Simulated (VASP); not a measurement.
# ScGa2AsP2 (P4/mmm) in VASP: notebook

The runs below take ScGa2AsP2 through single point, relaxation of cell and atoms, with PBE.

All numbers are computed with VASP 6.6.1; they aren't measurements. Logs are shortened: lines on timing, memory, paths and dates and some standing lists are left out, and cuts for length are marked.

## (1) The cell of the first run

Symmetry: P4/mmm, No. 123, tetragonal system. The conventional cell has a = 4.345 Å, b = 4.345 Å, c = 5.578 Å, α = 90.00°, β = 90.00°, γ = 90.00°. Within 3.7 Å of Sc (site symmetry 4/mmm) lie 2 As at 2.79 Å and 8 P at 3.31 Å and 8 Ga at 3.54 Å. Ga (site symmetry mmm) has 2 As at 2.17 Å and 4 P at 2.67 Å within 2.9 Å. Within 3.5 Å of P (site symmetry 4mm) lie 2 P at 2.47 to 3.11 Å and 4 Ga at 2.67 Å and 4 Sc at 3.31 Å and 4 As at 3.44 Å. As (site symmetry 4/mmm) has 4 Ga at 2.17 Å and 2 Sc at 2.79 Å within 2.9 Å.

The cell was generated, and may not be a known phase.

## (2) Single point, PBE

File INCAR:

```
ALGO = Normal
EDIFF = 1E-6
ENCUT = 520
GGA = PE
ISIF = 2
ISMEAR = 0
LASPH = T
LCHARG = F
LREAL = F
LWAVE = F
NBANDS = 35
NELM = 60
PREC = Accurate
SIGMA = 0.1
```

File KPOINTS:

```
k-points
0
Gamma
  4 4 4
```

File POSCAR:

```
ScGa2AsP2
1.0
    4.3453433400      0.0000000000      0.0000000000
    0.0000000000      4.3453433400      0.0000000000
    0.0000000000      0.0000000000      5.5780309400
Sc Ga P As
1 2 2 1
Direct
    0.0000000000      0.0000000000      0.5000000000
    0.0000000000      0.5000000000      0.0000000000
    0.5000000000      0.0000000000      0.0000000000
    0.5000000000      0.5000000000      0.2788000100
    0.5000000000      0.5000000000      0.7211999900
    0.0000000000      0.0000000000      0.0000000000
```

Potentials or basis: VASP PAW PBE potentials, release 64 (Sc_sv, Ga_d, P, As).

Command:

```
> cat potpaw_PBE.64/Sc_sv/POTCAR potpaw_PBE.64/Ga_d/POTCAR potpaw_PBE.64/P/POTCAR potpaw_PBE.64/As/POTCAR > POTCAR
> mpirun -np 1 vasp_std > vasp.out
```

OUTCAR:

```text
EDIFF = 1E-6
   ENCUT = 520
   GGA = PE
   ISIF = 2
   ISMEAR = 0
   LASPH = T
   LREAL = F
   NELM = 60
   PREC = Accurate

 ion  position               nearest neighbor table
   1  0.000  0.000  0.500-   6 2.79   6 2.79
   2  0.000  0.500  0.000-   6 2.17   6 2.17   4 2.67   5 2.67   4 2.67   5 2.67
   3  0.500  0.000  0.000-   6 2.17   6 2.17   4 2.67   4 2.67   5 2.67   5 2.67
   4  0.500  0.500  0.279-   5 2.47   3 2.67   2 2.67   3 2.67   2 2.67
   5  0.500  0.500  0.721-   4 2.47   3 2.67   2 2.67   3 2.67   2 2.67
   6  0.000  0.000  0.000-   2 2.17   3 2.17   2 2.17   3 2.17   1 2.79   1 2.79

  LATTYP: Found a simple tetragonal cell.
 ALAT       =     4.3453433400
 C/A-ratio  =     1.2836801384

  Lattice vectors:

 A1 = (   4.3453433400,   0.0000000000,   0.0000000000)
 A2 = (   0.0000000000,   4.3453433400,   0.0000000000)
 A3 = (   0.0000000000,   0.0000000000,   5.5780309400)

Analysis of symmetry for initial positions (statically):
=====================================================================
 Subroutine PRICEL returns:
 Original cell was already a primitive cell.

 Routine SETGRP: Setting up the symmetry group for a
 simple tetragonal supercell.

 Subroutine GETGRP returns: Found 16 space group operations
 (whereof 16 operations were pure point group operations)
 out of a pool of 16 trial point group operations.

The static configuration has the point symmetry D_4h.

Analysis of symmetry for dynamics (positions and initial velocities):
=====================================================================
 Subroutine PRICEL returns:
 Original cell was already a primitive cell.

 Routine SETGRP: Setting up the symmetry group for a
 simple tetragonal supercell.

 Subroutine GETGRP returns: Found 16 space group operations
 (whereof 16 operations were pure point group operations)
 out of a pool of 16 trial point group operations.

The dynamic configuration has the point symmetry D_4h.

 Subroutine INISYM returns: Found 16 space group operations
 (whereof 16 operations are pure point group operations),
 and found     1 'primitive' translations

----------------------------------------------------------------------------------------

                                     Primitive cell

  volume of cell :     105.3244

  direct lattice vectors                    reciprocal lattice vectors
     4.345343340  0.000000000  0.000000000     0.230131412  0.000000000  0.000000000
     0.000000000  4.345343340  0.000000000     0.000000000  0.230131412  0.000000000
     0.000000000  0.000000000  5.578030940     0.000000000  0.000000000  0.179274732

  length of vectors
     4.345343340  4.345343340  5.578030940     0.230131412  0.230131412  0.179274732

  position of ions in fractional coordinates (direct lattice)
     0.000000000  0.000000000  0.500000000
     0.000000000  0.500000000  0.000000000
     0.500000000  0.000000000  0.000000000
     0.500000000  0.500000000  0.278800010
     0.500000000  0.500000000  0.721199990
     0.000000000  0.000000000  0.000000000

  ion indices of the primitive-cell ions
   primitive index   ion index
                 1           1
                 2           2
                 3           3
                 4           4
                 5           5
                 6           6

----------------------------------------------------------------------------------------

 KPOINTS: k-points

Automatic generation of k-mesh.
 Grid dimensions read from file:
 generate k-points for:    4    4    4

 Generating k-lattice:

  Cartesian coordinates                     Fractional coordinates (reciprocal lattice)
     0.057532853  0.000000000  0.000000000     0.250000000  0.000000000  0.000000000
     0.000000000  0.057532853  0.000000000     0.000000000  0.250000000  0.000000000
     0.000000000  0.000000000  0.044818683     0.000000000  0.000000000  0.250000000

  Length of vectors
     0.057532853  0.057532853  0.044818683

  Shift w.r.t. Gamma in fractional coordinates (k-lattice)
     0.000000000  0.000000000  0.000000000

 Subroutine IBZKPT returns following result:
 ===========================================

 Found     18 irreducible k-points:

 Following reciprocal coordinates:
            Coordinates               Weight
  0.000000  0.000000  0.000000      1.000000
  0.250000  0.000000  0.000000      4.000000
  0.500000  0.000000  0.000000      2.000000
  0.250000  0.250000  0.000000      4.000000
  0.500000  0.250000  0.000000      4.000000
  0.500000  0.500000  0.000000      1.000000
[... 10 lines left out ...]
  0.500000  0.250000  0.500000      4.000000
  0.500000  0.500000  0.500000      1.000000
   k-points           NKPTS =     18   k-points in BZ     NKDIM =     18   number of bands    NBANDS=     35
   number of dos      NEDOS =    301   number of ions     NIONS =      6
   total plane-waves  NPLWV =  43008
   dimension x,y,z NGX =    32 NGY =   32 NGZ =   42
   dimension x,y,z NGXF=    64 NGYF=   64 NGZF=   84
   ions per type =               1   2   2   1
   NGX,Y,Z   is equivalent  to a cutoff of  12.24, 12.24, 12.52 a.u.
   NGXF,Y,Z  is equivalent  to a cutoff of  24.49, 24.49, 25.04 a.u.
 SYSTEM =  unknown system
   PREC   = accura    normal or accurate (medium, high low for compatibility)
   ISTART =      0    job   : 0-new  1-cont  2-samecut
   ICHARG =      2    charge: 1-file 2-atom 10-const
   ISPIN  =      1    spin polarized calculation?
   LNONCOLLINEAR =      F non collinear calculations
   LSORBIT =      F    spin-orbit coupling
   LASPH  =      T    aspherical Exc in radial PAW
   ENCUT  =  520.0 eV  38.22 Ry    6.18 a.u.   8.08  8.08 10.37*2*pi/ulx,y,z
   NELM   =     60;   NELMIN=  2; NELMDL= -5     # of ELM steps
   EDIFF  = 0.1E-05   stopping-criterion for ELM
   LREAL  =      F    real-space projection
[... 7 lines left out ...]
   TEBEG  =    0.0;   TEEND  =   0.0 temperature during run
   PSTRESS=    0.0 pullay stress
   NELECT =      52.0000    total number of electrons
   NUPDOWN=      -1.0000    fix difference up-down
   EMIN   =  10.00;   EMAX   =-10.00  energy-range for DOS
   EFERMI =   0.00;   METHOD = LEGACY
   ISMEAR =     0;   SIGMA  =   0.10  broadening in eV -4-tet -1-fermi 0-gaus
   EFERMI_NEDOS =   21; number of points for ismear=-14 and -15
   IALGO  =     38    algorithm
   IMIX   =      4    mixing-type and parameters
     AMIX     =   0.40;   BMIX     =  1.00
     AMIX_MAG =   1.60;   BMIX_MAG =  1.00
  volume/ion in A,a.u.               =      17.55       118.46
  Fermi-wavevector in a.u.,A,eV,Ry     =   1.293897  2.445110 22.778444  1.674168
  Thomas-Fermi vector in A             =   2.425513
   LORBIT       =      0    0 simple, 1 ext, 2 COOP (PROOUT), +10 PAW based schemes
   GGA     = PE    functional components
   LHFCALC =     F    Hartree Fock is set to
   AEXX    =    0.0000 exact exchange contribution
   IVDW    =     0    specifies the selected vdW correction
   LEPSILON=     F    determine dielectric tensor
   LRPA    =     F    only Hartree local field effects (RPA)
 non-spin polarized calculation
 Gauss-broadening in eV      SIGMA  =   0.10
  energy-cutoff  :      520.00
  volume of cell :      105.32
 maximum number of plane-waves:      2872
   NGX = 17   NGY = 17   NGZ = 21

 number of electron      52.0000017 magnetization

 Free energy of the ion-electron system (eV)
  ---------------------------------------------------
  ext. energy  EPLUGINS =         0.00000000
  ---------------------------------------------------
  free energy    TOTEN  =       -24.90998382 eV

  energy without entropy =      -24.90034029  energy(sigma->0) =      -24.90516206

 E-fermi :   7.2272     XC(G=0): -10.8490

 val. band max:        7.1006232175   @ k =   0.5000   0.5000   0.5000
 cond. band min:       7.2280289991   @ k =   0.5000   0.0000   0.0000
 fundamental gap:      0.1274057816
 Fermi energy:         7.2271591956

 k-point     1 :       0.0000    0.0000    0.0000
  band No.  band energies     occupation
      1     -43.8725      2.00000
      2     -22.4915      2.00000
      3     -22.4915      2.00000
      4     -22.4376      2.00000
      5      -9.5215      2.00000
      6      -8.4626      2.00000
[... 27 lines left out ...]
     34      10.2814      0.00000
     35      10.3475      0.00000

 k-point     2 :       0.2500    0.0000    0.0000
  band No.  band energies     occupation
      1     -43.8723      2.00000
      2     -22.4961      2.00000
      3     -22.4911      2.00000
      4     -22.4371      2.00000
      5      -9.3014      2.00000
      6      -8.4297      2.00000
[... 27 lines left out ...]
     34       9.7969      0.00000
     35      10.1070      0.00000

 k-point     3 :       0.5000    0.0000    0.0000
  band No.  band energies     occupation
      1     -43.8722      2.00000
      2     -22.5006      2.00000
      3     -22.4907      2.00000
      4     -22.4366      2.00000
      5      -8.9895      2.00000
      6      -8.5984      2.00000
[... 27 lines left out ...]
     34      10.7785      0.00000
     35      11.3884      0.00000
[... 495 lines left out ...]
 k-point    17 :       0.5000    0.2500    0.5000
  band No.  band energies     occupation
      1     -43.8720      2.00000
      2     -22.4999      2.00000
      3     -22.4949      2.00000
      4     -22.4376      2.00000
      5      -8.8124      2.00000
      6      -8.6224      2.00000
[... 27 lines left out ...]
     34      11.0621      0.00000
     35      11.6006      0.00000

 k-point    18 :       0.5000    0.5000    0.5000
  band No.  band energies     occupation
      1     -43.8719      2.00000
      2     -22.4992      2.00000
      3     -22.4992      2.00000
      4     -22.4371      2.00000
      5      -8.6488      2.00000
      6      -8.6488      2.00000
[... 27 lines left out ...]
     34      12.2259      0.00000
     35      12.5349      0.00000

------------------------ aborting loop because EDIFF is reached ----------------------------------------

  FORCE on cell =-STRESS in cart. coord.  units (eV):
  Direction    XX          YY          ZZ          XY          YZ          ZX
  --------------------------------------------------------------------------------------
  -------------------------------------------------------------------------------------
  Total       19.4122039     19.4122039     -1.1834796      0.0000000      0.0000000      0.0000000
  in kB      295.2951498    295.2951498    -18.0028903      0.0000000      0.0000000      0.0000000
  external PRESSURE =     190.8624698 kB  Pullay stress =       0.0000000 kB

 VOLUME and BASIS-vectors are now :
 -----------------------------------------------------------------------------
  energy-cutoff  :      520.00
  volume of cell :      105.32
      direct lattice vectors                 reciprocal lattice vectors
     4.345343340  0.000000000  0.000000000     0.230131412  0.000000000  0.000000000
     0.000000000  4.345343340  0.000000000     0.000000000  0.230131412  0.000000000
     0.000000000  0.000000000  5.578030940     0.000000000  0.000000000  0.179274732

 POSITION                                       TOTAL-FORCE (eV/Angst)
 -----------------------------------------------------------------------------------
      0.00000      0.00000      2.78902         0.000000      0.000000     -0.000000
      0.00000      2.17267      0.00000         0.000000      0.000000     -0.000000
      2.17267      0.00000      0.00000         0.000000      0.000000     -0.000000
      2.17267      2.17267      1.55516        -0.000000     -0.000000      1.159562
      2.17267      2.17267      4.02288         0.000000      0.000000     -1.159562
      0.00000      0.00000      0.00000         0.000000      0.000000     -0.000000
 -----------------------------------------------------------------------------------
    total drift:                                0.000000      0.000000     -0.000000

  FREE ENERGIE OF THE ION-ELECTRON SYSTEM (eV)
  ---------------------------------------------------
  free  energy   TOTEN  =       -24.9099838244 eV

  energy  without entropy=      -24.9003402923  energy(sigma->0) =      -24.90516206
```

It took 57 s on 1 thread of Oxide Virtual Turin-like, shared host; peak memory 0.2 GiB.

What came out:

| Item | Value |
| --- | --- |
| Free energy | -24.9100 eV |
| Pressure | 19.1 GPa |
| Largest force | 1.160 eV/Å |
| Band gap on the k mesh | zero (bands 26 and 27 overlap by 2.00 eV) |

Forces on the atoms (eV/Å):
```
Sc   0.000  0.000  0.000
Ga   0.000  0.000  0.000
Ga   0.000  0.000  0.000
P    0.000  0.000  1.160
P    0.000  0.000 -1.160
As   0.000  0.000  0.000
```

Levels at points of the mesh, in eV from the Fermi level:
| k point | band 22 | band 23 | band 24 | band 25 | band 26 | band 27 | band 28 | band 29 | band 30 | band 31 |
| --- | --- | --- | --- | --- | --- | --- | --- | --- | --- | --- |
| (0.00, 0.00, 0.00) | -3.22 | -2.05 | -2.05 | -1.46 | -1.46 | 0.16 | 0.17 | 0.53 | 1.03 | 1.53 |
| (0.50, 0.00, 0.00) | -4.16 | -3.86 | -1.55 | -0.55 | -0.23 | 0.00 | 0.17 | 0.46 | 0.84 | 0.94 |
| (0.50, 0.50, 0.00) | -3.90 | -3.15 | -2.15 | -2.15 | 0.82 | 1.07 | 1.09 | 1.51 | 1.66 | 1.66 |
| (0.00, 0.00, 0.50) | -2.59 | -2.59 | -2.22 | -1.59 | -1.15 | -0.99 | -0.99 | 0.52 | 0.57 | 0.93 |
| (0.50, 0.00, 0.50) | -3.29 | -2.87 | -2.83 | -2.62 | -1.20 | 0.61 | 0.92 | 0.97 | 1.60 | 1.65 |
| (0.50, 0.50, 0.50) | -4.35 | -2.27 | -1.39 | -0.13 | -0.13 | 1.11 | 1.13 | 1.13 | 1.45 | 1.45 |

Caveat: the k points lie up to 0.36 Å⁻¹ apart, too coarse for converged energies and pressures of a metal; forces of over 1 eV/Å act on the atoms, so gaps and moduli don't describe the material at rest.

## (3) Single point, PBE

This run uses another cell than the first one, of 21.01 Å³/atom.

File INCAR:

```
PREC = Accurate
ENCUT = 520
EDIFF = 1E-6
ISMEAR = 0
SIGMA = 0.1
LREAL = F
LASPH = T
NELM = 80
ALGO = Normal
ISIF = 2
LWAVE = F
LCHARG = F
GGA = PE
NBANDS = 35
```

File KPOINTS:

```
Automatic mesh
0
Gamma
  4 4 4
```

File POSCAR:

```
ScGa2AsP2
1.0
    4.9377052702      0.0000000000      0.0000000000
    0.0000000000      4.9377052702      0.0000000000
    0.0000000000      0.0000000000      5.1693183251
Sc Ga P As
1 2 2 1
Direct
    0.0000000000      0.0000000000      0.5000000000
    0.0000000000      0.5000000000      0.0000000000
    0.5000000000      0.0000000000      0.0000000000
    0.5000000000      0.5000000000      0.2887549347
    0.5000000000      0.5000000000      0.7112450653
    0.0000000000      0.0000000000      0.0000000000
```

Potentials or basis: VASP PAW PBE potentials, release 64 (Sc_sv, Ga_d, P, As).

Command:

```
> cat potpaw_PBE.64/Sc_sv/POTCAR potpaw_PBE.64/Ga_d/POTCAR potpaw_PBE.64/P/POTCAR potpaw_PBE.64/As/POTCAR > POTCAR
> mpirun -np 1 vasp_std > vasp.out
```

Wall time 66 s (1 thread of Oxide Virtual Turin-like, shared host); peak memory 0.26 GiB.

Results (log left out):

```yaml
Free_energy: -27.1423 eV
Pressure: 0.1 GPa
Largest_force: 0.047 eV/Å
Band_gap_on_the_k_mesh: zero (bands 26 and 27 overlap by 1.76 eV)
```

Forces on the atoms (eV/Å):
```
Sc   0.000  0.000  0.000
Ga   0.000  0.000  0.000
Ga   0.000  0.000  0.000
P    0.000  0.000  0.047
P    0.000  0.000 -0.047
As   0.000  0.000  0.000
```

Levels at points of the mesh, in eV from the Fermi level:
```
           k point  band 24  band 25  band 26  band 27  band 28  band 29
(0.00, 0.00, 0.00)    -2.37    -1.53    -0.63    -0.63     0.42     0.59
(0.50, 0.00, 0.00)    -1.28    -0.34     0.07     0.19     0.20     0.53
(0.50, 0.50, 0.00)    -1.98    -1.98     0.31     0.57     0.68     1.36
(0.00, 0.00, 0.50)    -1.67    -1.38    -1.13    -1.13    -0.91    -0.27
(0.50, 0.00, 0.50)    -2.66    -2.07     0.20     0.54     0.63     1.34
(0.50, 0.50, 0.50)     0.24     0.24     0.62     0.69     0.83     0.87
```

(Part 1 of 2 ends here.)

The gap in the log of VASP goes by the Fermi energy; the results here count the filled bands.